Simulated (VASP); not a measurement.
# Na7H8 (a cell with a defect) in VASP: a series of runs, part 2 of 2

VASP 6.6.1.

### 3 Single point, PBE

File INCAR:

```
SYSTEM = Na7H8
PREC = Accurate
ENCUT = 520
EDIFF = 1E-6
ISMEAR = 1
SIGMA = 0.15
LREAL = Auto
LASPH = .True.
NELM = 80
ALGO = Normal
ISIF = 2
LWAVE = .False.
LCHARG = .True.
GGA = PE
LELF = .True.
LVHAR = .True.
NBANDS = 42
```

File KPOINTS:

```
Automatic mesh
0
Gamma
  3 3 3
  0 0 0
```

File POSCAR:

```
Na7H8
1.0
    0.0000000000      4.8511220000      4.8511220000
    4.8511220000      0.0000000000      4.8511220000
    4.8511220000      4.8511220000      0.0000000000
H Na
8 7
Direct
    0.2563500774      0.2299126882      0.2566992749
    0.2894436586      0.2478677098      0.7109030653
    0.2427924921      0.7678001089      0.2431662201
    0.2713798993      0.7583960989      0.7287256433
    0.7106352922      0.2479458360      0.2897054537
    0.7572088478      0.2535004273      0.7575838126
    0.7286068048      0.7582566466      0.2718549441
    0.7436037478      0.7427051927      0.7439251167
    0.0003258009     -0.0150110634      0.5283156144
    0.0000479271      0.1177215292      0.0003012705
   -0.0003562063      0.5134078261      0.4721433516
    0.5291365585     -0.0157070880      0.0003110621
    0.4999719652     -0.0037527401      0.5002869439
    0.4709659951      0.5134464769      0.0002895207
    0.4999859826      0.5055646920      0.5003751709
```

Potentials or basis: VASP PAW PBE potentials, release 64 (H, Na_pv).

Run with:

```console
$ cat potpaw_PBE.64/H/POTCAR potpaw_PBE.64/Na_pv/POTCAR > POTCAR
$ mpirun -np 1 vasp_std > vasp.out
```

OUTCAR:

```text
SYSTEM = Na7H8
   PREC = Accurate
   ENCUT = 520
   EDIFF = 1E-6
   ISMEAR = 1
   LREAL = Auto
   LASPH = .True.
   NELM = 80
   ISIF = 2
   GGA = PE

 ion  position               nearest neighbor table
   1  0.256  0.230  0.257-
   2  0.289  0.248  0.711-
   3  0.243  0.768  0.243-
   4  0.271  0.758  0.729-
   5  0.711  0.248  0.290-
   6  0.757  0.254  0.758-
   7  0.729  0.758  0.272-
   8  0.744  0.743  0.744-
   9  0.000  0.985  0.528-
  10  0.000  0.118  0.000-
  11  1.000  0.513  0.472-
  12  0.529  0.984  0.000-
  13  0.500  0.996  0.500-
  14  0.471  0.513  0.000-
  15  0.500  0.506  0.500-

  LATTYP: Found a face centered cubic cell.
 ALAT       =     9.7022440000

  Lattice vectors:

 A1 = (   0.0000000000,   4.8511220000,   4.8511220000)
 A2 = (   4.8511220000,   0.0000000000,   4.8511220000)
 A3 = (   4.8511220000,   4.8511220000,   0.0000000000)

Analysis of symmetry for initial positions (statically):
=====================================================================
 Subroutine PRICEL returns:
 Original cell was already a primitive cell.

 Routine SETGRP: Setting up the symmetry group for a
 face centered cubic supercell.

 Subroutine GETGRP returns: Found  1 space group operations
 (whereof  1 operations were pure point group operations)
 out of a pool of 48 trial point group operations.

The static configuration has the point symmetry C_1 .

Analysis of symmetry for dynamics (positions and initial velocities):
=====================================================================
 Subroutine PRICEL returns:
 Original cell was already a primitive cell.

 Routine SETGRP: Setting up the symmetry group for a
 face centered cubic supercell.
[... 150 lines left out ...]
   LRPA    =     F    only Hartree local field effects (RPA)
 non-spin polarized calculation
 Methfessel and Paxton  Order N= 1 SIGMA  =   0.15
  energy-cutoff  :      520.00
  volume of cell :      228.33
 maximum number of plane-waves:      6183
 NGX is ok and might be reduce to    54
   NGX = 25   NGY = 25   NGZ = 25

 number of electron      56.9999996 magnetization

 Free energy of the ion-electron system (eV)
  ---------------------------------------------------
  ext. energy  EPLUGINS =         0.00000000
  ---------------------------------------------------
  free energy    TOTEN  =       -36.10228346 eV

  energy without entropy =      -36.09867564  energy(sigma->0) =      -36.10108086

 E-fermi :  -1.7356     XC(G=0):  -7.3313

 val. band max:       -1.7720168396   @ k =   0.3333   0.0000  -0.3333
 cond. band min:      -1.7353223640   @ k =   0.0000   0.0000   0.0000
 fundamental gap:      0.0366944756
 Fermi energy:        -1.7355730692

 k-point     1 :       0.0000    0.0000    0.0000
  band No.  band energies     occupation
      1     -24.0308      2.00000
      2     -24.0217      2.00000
      3     -23.9905      2.00000
      4     -23.9222      2.00000
      5     -23.9157      2.00000
      6     -23.9111      2.00000
[... 591 lines left out ...]
     39       5.6977      0.00000
     40       6.1736      0.00000
 [bands above 40 left out]

------------------------ aborting loop because EDIFF is reached ----------------------------------------

  FORCE on cell =-STRESS in cart. coord.  units (eV):
  Direction    XX          YY          ZZ          XY          YZ          ZX
  --------------------------------------------------------------------------------------
  -------------------------------------------------------------------------------------
  Total       -0.0352088     -0.5592473     -0.0362966      0.0059180     -0.0060354     -0.7133610
  in kB       -0.2470614     -3.9242609     -0.2546950      0.0415265     -0.0423510     -5.0056831
  external PRESSURE =      -1.4753391 kB  Pullay stress =       0.0000000 kB

 VOLUME and BASIS-vectors are now :
 -----------------------------------------------------------------------------
  energy-cutoff  :      520.00
  volume of cell :      228.33
      direct lattice vectors                 reciprocal lattice vectors
     0.000000000  4.851122000  4.851122000    -0.103068940  0.103068940  0.103068940
     4.851122000  0.000000000  4.851122000     0.103068940 -0.103068940  0.103068940
     4.851122000  4.851122000  0.000000000     0.103068940  0.103068940 -0.103068940

 POSITION                                       TOTAL-FORCE (eV/Angst)
 -----------------------------------------------------------------------------------
      2.36061      2.48887      2.35892         0.037452      0.016381      0.038331
      4.65111      4.85280      2.60656         0.055430     -0.000023     -0.043475
      4.90432      2.35744      4.90251         0.004781     -0.031738      0.005770
      7.21421      4.85163      4.99557         0.026953     -0.000186      0.026185
      2.60821      4.85277      4.65019        -0.043755      0.000335      0.054960
      4.90489      7.34844      4.90307         0.004444      0.030845      0.004731
      4.99720      4.85336      7.21296         0.026194      0.000299      0.026458
      7.21182      7.21618      7.21027         0.037916     -0.016603      0.037785
      7.34123      2.56450      4.77988         0.013710      0.003754      0.001939
      0.57254      0.00169      0.57131        -0.179492     -0.000422     -0.179796
      4.78103      7.13982      7.34000         0.002318     -0.002454      0.013210
      4.77643      2.56842      7.34183         0.004977      0.001356      0.011384
      7.25987      4.85238      7.25834         0.040161      0.000222      0.040436
      2.49220      2.28612      4.77550         0.011279     -0.001362      0.004392
      4.87994      4.85287      4.87805        -0.042368     -0.000404     -0.042309
 -----------------------------------------------------------------------------------
    total drift:                                0.000452      0.000189      0.000223

  FREE ENERGIE OF THE ION-ELECTRON SYSTEM (eV)
  ---------------------------------------------------
  free  energy   TOTEN  =       -36.1022834644 eV

  energy  without entropy=      -36.0986756405  energy(sigma->0) =      -36.10108086
```

stdout:

```text
POSCAR found type information on POSCAR H Na
 POSCAR found :  2 types and      15 ions
 scaLAPACK will be used
 LDA part: xc-table for (Slater+PW92), standard interpolation
 POSCAR, INCAR and KPOINTS ok, starting setup
 FFT: planning ... GRIDC
 FFT: planning ... GRID_SOFT
 FFT: planning ... GRID
 WAVECAR not read
 entering main loop
```

It took 3.6 min on 1 thread of AMD EPYC 9R45 (Zen 5), shared host; peak memory 0.37 GiB.

What came out:

```
Free energy   : -36.1023 eV
Pressure      : -0.1 GPa
Largest force : 0.254 eV/Å
```

Forces on the atoms (eV/Å):
```
H    0.037  0.016  0.038
H    0.055  0.000 -0.043
H    0.005 -0.032  0.006
H    0.027  0.000  0.026
H   -0.044  0.000  0.055
H    0.004  0.031  0.005
H    0.026  0.000  0.026
H    0.038 -0.017  0.038
Na   0.014  0.004  0.002
Na  -0.179  0.000 -0.180
Na   0.002 -0.002  0.013
Na   0.005  0.001  0.011
Na   0.040  0.000  0.040
Na   0.011 -0.001  0.004
Na  -0.042  0.000 -0.042
```

Levels at points of the mesh, in eV from the Fermi level:
| k point | band 25 | band 26 | band 27 | band 28 | band 29 | band 30 | band 31 | band 32 | band 33 | band 34 |
| --- | --- | --- | --- | --- | --- | --- | --- | --- | --- | --- |
| (0.00, 0.00, 0.00) | -0.65 | -0.61 | -0.19 | 0.00 | 0.01 | 3.97 | 4.01 | 4.05 | 4.57 | 5.07 |

Caveat: the k points lie up to 0.37 Å⁻¹ apart.
